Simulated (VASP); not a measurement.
A run of VASP 6.6.1 is set up as follows.

Contents of INCAR:

```
SYSTEM = BaS
PREC = Accurate ; ENCUT = 520
EDIFF = 1E-7 ; ISMEAR = -1
SIGMA = 0.026 ; LREAL = .False.
LASPH = .True. ; NELM = 60
ALGO = Normal ; ISIF = 2
LWAVE = .False. ; LCHARG = .True.
GGA = PE ; LELF = .True.
LVHAR = .True. ; NBANDS = 24
```

File KPOINTS:

```
Automatic mesh
0
Gamma
  6 6 2
  0 0 0
```

The input POSCAR:

```
BaS
1.0
    5.3819440000      0.0000000000      0.0000000000
   -2.6909720000      4.6609010000      0.0000000000
    0.0000000000      0.0000000000      6.3834280000
Ba S
2 2
Direct
    0.3308527818      0.6692184623     -0.0563139429
    0.6707341644      0.3383021866      0.4283107760
    0.3550880843      0.6747841244      0.4388018475
    0.6760741584      0.3412827262      0.9404260532
```

Potentials or basis: VASP PAW PBE potentials, release 64 (Ba_sv, S).

Command:

```sh
$ cat potpaw_PBE.64/Ba_sv/POTCAR potpaw_PBE.64/S/POTCAR > POTCAR
$ mpirun -np 1 vasp_std > vasp.out
```

**Question.** What does it give for the largest force?

**Answer.** 0.378 eV/Å.

**Question.** What does it give for the band gap on the k mesh?

**Answer.** 2.48 eV (least direct gap 2.61 eV).

Forces on the atoms (eV/Å):
```
Ba   0.167  0.085 -0.211
Ba   0.215  0.012  0.311
S   -0.248 -0.020  0.024
S   -0.134 -0.077 -0.124
```

Caveat: the k points lie up to 0.49 Å⁻¹ apart; the atoms stand as in a frame of molecular dynamics; the structure was generated, so it needn't be the stable form of BaS; spin-orbit coupling is left out, which moves the levels of the heavy elements. A k mesh can miss the band edges.
